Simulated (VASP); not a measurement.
# SiC (P6_3/mmc) in VASP: further runs, part 2 of 2

VASP 6.6.1. The steps go on from the part before.

## 5. Single point, r2SCAN

This run uses another cell than the first one, of 10.51 Å³/atom, 0.939 times its volume.

Input file POSCAR:

```
SiC
1.0
    3.1373345300      0.0000000000      0.0000000000
   -1.5686672650      2.7170114032      0.0000000000
    0.0000000000      0.0000000000      4.9327234312
Si C
2 2
Direct
    0.3333333333      0.6666666667      0.2500000000
    0.6666666667      0.3333333333      0.7500000000
    0.6666666667      0.3333333333      0.2500000000
    0.3333333333      0.6666666667      0.7500000000
```

Input file INCAR.step1:

```
PREC = Accurate
ENCUT = 520
ISMEAR = -1
SIGMA = 0.02
LREAL = F
LASPH = T
NELM = 100
NBANDS = 16
GGA = PE
ALGO = Normal
EDIFF = 1E-4
LWAVE = T
LCHARG = F
```

Input file INCAR.step2:

```
PREC = Accurate
ENCUT = 520
EDIFF = 1E-6
ISMEAR = -1
SIGMA = 0.02
LREAL = F
LASPH = T
NELM = 100
ALGO = Normal
ISIF = 2
LWAVE = F
LCHARG = F
METAGGA = R2SCAN
LMIXTAU = T
NBANDS = 16
ISTART = 1
```

Input file KPOINTS:

```
Automatic mesh
0
Gamma
  9 9 4
```

Potentials or basis: VASP PAW PBE potentials, release 64 (Si, C).

Command:

```sh
$ cat potpaw_PBE.64/Si/POTCAR potpaw_PBE.64/C/POTCAR > POTCAR
$ cp INCAR.step1 INCAR
$ mpirun -np 1 vasp_std > vasp.out
$ cp INCAR.step2 INCAR
$ mpirun -np 1 vasp_std > vasp.out
```

OUTCAR:

```text
PREC = Accurate
   ENCUT = 520
   EDIFF = 1E-6
   ISMEAR = -1
   LREAL = F
   LASPH = T
   NELM = 100
   ISIF = 2
   METAGGA = R2SCAN
   ISTART = 1

 ion  position               nearest neighbor table
   1  0.333  0.667  0.250-   3 1.81   3 1.81   3 1.81   4 2.47   4 2.47   2 3.06   2 3.06   2 3.06
                             2 3.06   2 3.06   2 3.06
   2  0.667  0.333  0.750-   4 1.81   4 1.81   4 1.81   3 2.47   3 2.47   1 3.06   1 3.06   1 3.06
                             1 3.06   1 3.06   1 3.06
   3  0.667  0.333  0.250-   1 1.81   1 1.81   1 1.81   2 2.47   2 2.47
   4  0.333  0.667  0.750-   2 1.81   2 1.81   2 1.81   1 2.47   1 2.47

  LATTYP: Found a hexagonal cell.
 ALAT       =     3.1373345300
 C/A-ratio  =     1.5722656873

  Lattice vectors:

 A1 = (   3.1373345300,   0.0000000000,   0.0000000000)
 A2 = (  -1.5686672650,   2.7170114032,   0.0000000000)
 A3 = (   0.0000000000,   0.0000000000,   4.9327234312)

Analysis of symmetry for initial positions (statically):
=====================================================================
 Subroutine PRICEL returns:
 Original cell was already a primitive cell.

 Routine SETGRP: Setting up the symmetry group for a
 hexagonal supercell.

 Subroutine GETGRP returns: Found 24 space group operations
[... 170 lines left out ...]

 E-fermi :  10.4212     XC(G=0): -11.9176

 val. band max:       10.3493885668   @ k =   0.0000   0.0000   0.0000
 cond. band min:      10.5292255985   @ k =   0.4444   0.0000   0.0000
 fundamental gap:      0.1798370317
 Fermi energy:        10.4211733807

 k-point     1 :       0.0000    0.0000    0.0000
  band No.  band energies     occupation
      1      -8.3392      2.00000
      2      -4.7541      2.00000
      3       0.1801      2.00000
      4       5.6084      2.00000
      5       5.6084      2.00000
      6       6.9494      2.00000
[... 433 lines left out ...]
      3       0.2484      2.00000
      4       0.2484      2.00000
      5       0.9572      2.00000
      6       2.7830      2.00000
[... 8 lines left out ...]
     15      19.0849      0.00000
     16      20.7022      0.00000

 [... further k-points ...]
[... 5 lines left out ...]
  --------------------------------------------------------------------------------------
  -------------------------------------------------------------------------------------
  Total       -0.1020528     -0.1020528      0.0162800      0.0000000      0.0000000     -0.0000000
  in kB       -3.8886286     -3.8886286      0.6203339      0.0000000      0.0000000     -0.0000000
  external PRESSURE =      -2.3856411 kB  Pullay stress =       0.0000000 kB

 VOLUME and BASIS-vectors are now :
 -----------------------------------------------------------------------------
  energy-cutoff  :      520.00
  volume of cell :       42.05
      direct lattice vectors                 reciprocal lattice vectors
     3.137334530  0.000000000  0.000000000     0.318741910  0.184025727  0.000000000
    -1.568667265  2.717011403  0.000000000     0.000000000  0.368051455  0.000000000
     0.000000000  0.000000000  4.932723431     0.000000000  0.000000000  0.202727766

 POSITION                                       TOTAL-FORCE (eV/Angst)
 -----------------------------------------------------------------------------------
     -0.00000      1.81134      1.23318        -0.000000      0.000000      0.000000
      1.56867      0.90567      3.69954         0.000000     -0.000000      0.000000
      1.56867      0.90567      1.23318        -0.000000     -0.000000      0.000000
     -0.00000      1.81134      3.69954        -0.000000      0.000000      0.000000
 -----------------------------------------------------------------------------------
    total drift:                               -0.000000     -0.000000     -0.000000

  FREE ENERGIE OF THE ION-ELECTRON SYSTEM (eV)
  ---------------------------------------------------
  free  energy   TOTEN  =       -36.6948701769 eV

  energy  without entropy=      -36.6948335774  energy(sigma->0) =      -36.69485188
```

OUTCAR.step1:

```text
PREC = Accurate
   ENCUT = 520
   ISMEAR = -1
   LREAL = F
   LASPH = T
[... 688 lines left out ...]
     -0.00000      1.81134      1.23318         0.000000     -0.000000      0.000000
      1.56867      0.90567      3.69954        -0.000000     -0.000000      0.000000
      1.56867      0.90567      1.23318        -0.000000      0.000000      0.000000
     -0.00000      1.81134      3.69954         0.000000     -0.000000      0.000000
 -----------------------------------------------------------------------------------
    total drift:                               -0.000000     -0.000000     -0.000000

  FREE ENERGIE OF THE ION-ELECTRON SYSTEM (eV)
  ---------------------------------------------------
  free  energy   TOTEN  =       -28.2977499049 eV

  energy  without entropy=      -28.2972371551  energy(sigma->0) =      -28.29749353
```

OSZICAR.step1:

```text
N       E                     dE             d eps       ncg     rms          rms(c)
DAV:   1     0.284160595057E+02    0.28416E+02   -0.72435E+03  1152   0.897E+02
DAV:   2    -0.297866239544E+02   -0.58203E+02   -0.53075E+02  1632   0.158E+02
DAV:   3    -0.324299193325E+02   -0.26433E+01   -0.26304E+01  1416   0.313E+01
DAV:   4    -0.324501850762E+02   -0.20266E-01   -0.20261E-01  1456   0.330E+00
DAV:   5    -0.324503814344E+02   -0.19636E-03   -0.19635E-03  1416   0.312E-01    0.130E+01
DAV:   6    -0.283787949793E+02    0.40716E+01   -0.70735E+00  1408   0.167E+01    0.555E+00
DAV:   7    -0.283179985907E+02    0.60796E-01   -0.11524E+00  1592   0.636E+00    0.251E+00
DAV:   8    -0.283012209903E+02    0.16778E-01   -0.67379E-02  1320   0.162E+00    0.674E-01
DAV:   9    -0.282972514290E+02    0.39696E-02   -0.15066E-02  1536   0.797E-01    0.144E-01
DAV:  10    -0.282976342984E+02   -0.38287E-03   -0.12692E-03  1296   0.231E-01    0.772E-02
DAV:  11    -0.282977505536E+02   -0.11626E-03   -0.17927E-04  1320   0.961E-02    0.136E-02
DAV:  12    -0.282977499049E+02    0.64870E-06   -0.75022E-06   664   0.184E-02
   1 F= -.28297750E+02 E0= -.28297494E+02  d E =-.512750E-03
```

Run time: 53 s. Hardware: 1 thread of Intel Xeon Platinum 8488C (Sapphire Rapids), shared host; peak memory 0.17 GiB.

What came out:

```yaml
Free_energy: -36.6949 eV
Pressure: -0.2 GPa
Band_gap_on_the_k_mesh: 0.18 eV, indirect (least direct gap 1.88 eV)
```

Stress tensor (GPa, compression positive):
```
-0.39  0.00  0.00
 0.00 -0.39  0.00
 0.00  0.00  0.06
```

Levels at points of the mesh, in eV from the valence-band top:
```
           k point  band 4  band 5  band 6  band 7  band 8  band 9  band 10  band 11  band 12  band 13
(0.00, 0.00, 0.00)   -4.74   -4.74   -3.40   -3.40    0.00    1.88     3.98     4.24     4.24     6.20
(0.00, 0.00, 0.50)   -5.58   -4.12   -4.12   -4.12   -4.12    3.25     3.25     4.85     4.85     4.85
```

Caveat: the PAW data sets were made with another functional, which shifts forces and pressure a little. A k mesh can miss the band edges.

## 6. Summary

```csv
level,cell,gap on the mesh (eV),pressure (GPa)
PBE,"a = 3.227, b = 3.227, c = 4.966 Å, angles 90.0, 90.0, 120.0°, 4 atoms",none,-10.9
r2SCAN,"a = 3.073, b = 3.073, c = 4.832 Å, angles 90.0, 90.0, 120.0°, 4 atoms",0.28,15.2
r2SCAN,"a = 3.106, b = 3.106, c = 4.883 Å, angles 90.0, 90.0, 120.0°, 4 atoms",0.23,6.9
r2SCAN,"a = 3.137, b = 3.137, c = 4.933 Å, angles 90.0, 90.0, 120.0°, 4 atoms",0.18,-0.2
```

Alike in all rows: task single point; potentials or basis VASP PAW PBE potentials, release 64 (Si, C); no spin polarisation; k mesh 9 × 9 × 4; cutoff (eV) 520; smearing fermi-dirac 0.02 eV.

Caveats: the PAW data sets were made with another functional, which shifts forces and pressure a little (some runs).

Absolute energies hang on the potentials; compare differences alone.
